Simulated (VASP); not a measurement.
The system is Zn.

```
CELL_PARAMETERS angstrom
0.00000 1.96478 1.96478
1.96478 0.00000 1.96478
1.96478 1.96478 0.00000
ATOMIC_POSITIONS crystal
Zn 0.00000 0.00000 0.00000
```

| Item | Value |
| --- | --- |
| Program | VASP 6.6.1 |
| Task | relaxation of cell and atoms |
| Functional | revPBE |
| Potentials or basis | VASP PAW PBE potentials, release 64 (Zn) |
| Cutoff | 600 eV |
| k mesh | 12 × 12 × 12 |
| Occupations | fermi-dirac, width 0.05 eV |
| Spin | no spin polarisation |

At the start: pressure 2.2 GPa; volume 15.17 Å³/atom.

Problem. How do energy, volume and symmetry change on relaxing?

Solution. Over 6 steps the energy falls by 3.7 meV/atom and the volume is 15.67 Å³/atom (+3.3 %); space group Fm-3m (No. 225, to 0.05 Å).

Step by step:
```tsv
step	energy change (eV)	largest force (eV/Å)	pressure (GPa)	volume (Å³)
1	0.0000	0.0000	2.17	15.17
2	-0.0036	0.0000	0.57	15.62
3	-0.0025	0.0000	-0.91	16.05
4	-0.0037	0.0000	-0.99	15.78
5	-0.0037	0.0000	-0.22	15.68
6	-0.0037	0.0000	0.08	15.67
```

Final structure:
```xyz
1
Lattice="0.0000 1.9860 1.9860 1.9860 0.0000 1.9860 1.9860 1.9860 0.0000" Properties=species:S:1:pos:R:3 pbc="T T T"
Zn    0.0000    0.0000    0.0000
```

Caveat: the PAW data sets were made with another functional, which shifts forces and pressure a little.
